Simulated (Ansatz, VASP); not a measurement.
# ZrBr: VASP beside Ansatz

INCAR

```
PREC = Accurate
ENCUT = 520
EDIFF = 1E-8
ISMEAR = -1
SIGMA = 0.02
LREAL = False
LASPH = True
NELM = 80
ALGO = Normal
ISIF = 2
LWAVE = False
LCHARG = False
LEFG = True
NBANDS = 27
```

Contents of KPOINTS:

```
Automatic mesh
0
Gamma
  10 10 10
```

Contents of POSCAR:

```
ZrBr
1.0
    1.7278788722      0.9975913320      9.2305385518
   -1.7278788722      0.9975913320      9.2305385518
    0.0000000000     -1.9951826639      9.2305385518
Zr Br
2 2
Direct
    0.2092000000      0.2092000000      0.2092000000
    0.7908000000      0.7908000000      0.7908000000
    0.3917000000      0.3917000000      0.3917000000
    0.6083000000      0.6083000000      0.6083000000
```

Input for Ansatz:

```yaml
crystal:
  lattice:
    - [1.7278788722, 0.997591332, 9.2305385518]
    - [-1.7278788722, 0.997591332, 9.2305385518]
    - [0.0, -1.9951826639, 9.2305385518]
  atoms:
    - { symbol: Zr, position: [0.2092, 0.2092, 0.2092] }
    - { symbol: Zr, position: [0.7908, 0.7908, 0.7908] }
    - { symbol: Br, position: [0.3917, 0.3917, 0.3917] }
    - { symbol: Br, position: [0.6083, 0.6083, 0.6083] }
kpoints:
  mp_grid: { grid: [10, 10, 10] }
scf:
  occupations: { method: fermi_dirac, width: 0.02 }
hamiltonian:
  xc: lda
  pseudopotentials: { kind: paw }
output:
  forces: true
  stress: true
  eigenvalues: true
  efg: { contact_densities: true }
```

Change from the starting cell: volume scaled by 0.96, PAW files.

Alike in both runs: task electric field gradients; functional LDA; k mesh 10 × 10 × 10; occupations fermi-dirac, width 0.02 eV; no spin polarisation.

|  | VASP | Ansatz |
| --- | --- | --- |
| version | VASP 6.6.1 | Ansatz 0.2.0 |
| potentials or method | VASP PAW LDA potentials, release 64 (Zr_sv, Br) | PAW with Ansatz's default frozen-core files, scalar-relativistic |
| plane-wave cutoff (eV) | 520 | 420 |
| valence electrons in the cell | 38 | 38 |

```csv
,VASP,Ansatz,Ansatz less VASP
pressure (GPa),0.2,0.1,-0.16
"traceless stress, the component that is largest in VASP (GPa)",0.34,0.31,-0.026
rms of the force components (eV/Å),0.231,0.224,-0.0070
size of Vzz on the site where it differs most (V/Å²),15.8,11.7,-4.19
```

LDA's correlation is that of Perdew and Zunger in VASP and of Perdew and Wang (1992) in Ansatz. Atom by atom the forces differ by 0.010 eV/Å (rms over components).
